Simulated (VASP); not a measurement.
A run of VASP 6.6.1:

The input INCAR:

```
SYSTEM = Si2WC3
PREC = Accurate ; ENCUT = 600
EDIFF = 1E-6 ; ISMEAR = 0
SIGMA = 0.2 ; LREAL = .FALSE.
LASPH = .TRUE. ; NELM = 120
ALGO = Normal ; ISIF = 2
LWAVE = .FALSE. ; LCHARG = .FALSE.
GGA = PE ; NBANDS = 26
GGA_COMPAT = .FALSE.
```

The input KPOINTS:

```
Automatic mesh
0
G
  5 5 2
  0 0 0
```

File POSCAR:

```
Si2WC3
1.0
    3.7758650164      0.0000000029      0.0000000000
   -1.8879325107      3.2699950241      0.0000000000
    0.0000000000      0.0000000000      8.3109404934
Si W C
2 1 3
Direct
    0.0000000000      0.0000000000      0.2028089491
    0.0000000000      0.0000000000      0.7971910509
    0.0000000000      0.0000000000      0.5000000000
    0.3333333333      0.6666666667      0.5000000000
    0.6666666667      0.3333333333      0.5000000000
    0.0000000000      0.0000000000      0.0000000000
```

Potentials or basis: VASP PAW PBE potentials, release 64 (Si, W_sv, C).

Command:

```console
$ cat potpaw_PBE.64/Si/POTCAR potpaw_PBE.64/W_sv/POTCAR potpaw_PBE.64/C/POTCAR > POTCAR
$ mpirun -np 1 vasp_std > vasp.out
```

Hardware: 1 thread of Intel(R) Xeon(R) Platinum 8375C CPU @ 2.90GHz (Ice Lake), on a shared host.

Q: Estimate the wall time of this run.

A: Wall time 32 s on 1 thread of Intel(R) Xeon(R) Platinum 8375C CPU @ 2.90GHz (Ice Lake), on a shared host, peak memory 0.24 GiB. Counts: scf iterations 16, k points 10.
